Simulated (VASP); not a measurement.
Input of a VASP 6.6.1 run:

INCAR

```
SYSTEM = Ta2N
  PREC = Accurate
  ENCUT = 520
  EDIFF = 1E-7
  ISMEAR = 0
  SIGMA = 0.15
  LREAL = .False.
  LASPH = .True.
  NELM = 80
  ALGO = Normal
  ISIF = 2
  LWAVE = .False.
  LCHARG = .False.
  GGA = PE
  NBANDS = 20
```

Contents of KPOINTS:

```
Automatic mesh
0
Gamma
  18 18 10
  0 0 0
```

POSCAR

```
Ta2N
1.0
    3.1011400595      0.0000000000      0.0000000000
   -1.5505700297      2.6856660722      0.0000000000
    0.0000000000      0.0000000000      4.8818900388
Ta N
2 1
Direct
    0.6666666667      0.3333333333      0.7440725734
    0.3333333333      0.6666666667      0.2542625082
    0.0000000000      0.0000000000      0.0215080633
```

Potentials or basis: VASP PAW PBE potentials, release 64 (Ta_pv, N).

The run is started by

```console
$ cat potpaw_PBE.64/Ta_pv/POTCAR potpaw_PBE.64/N/POTCAR > POTCAR
$ mpirun -np 1 vasp_std > vasp.out
```

Problem. Estimate the largest force.

Solution. 1.610 eV/Å.

Problem. What does it give for the band gap on the k mesh?

Solution. Zero (an odd number of electrons rules out a gap without spin polarisation).

Problem. What does it give for the pressure?

Solution. 1.5 GPa.

Stress tensor (GPa, compression positive):
```
1.94 0.00 0.00
0.00 1.94 0.00
0.00 0.00 0.73
```

Caveat: the cell differs from its parent crystal (atoms displaced along a vibrational mode); spin-orbit coupling is left out, which moves the levels of the heavy elements; forces of over 1 eV/Å act on the atoms, so gaps and moduli don't describe the material at rest.
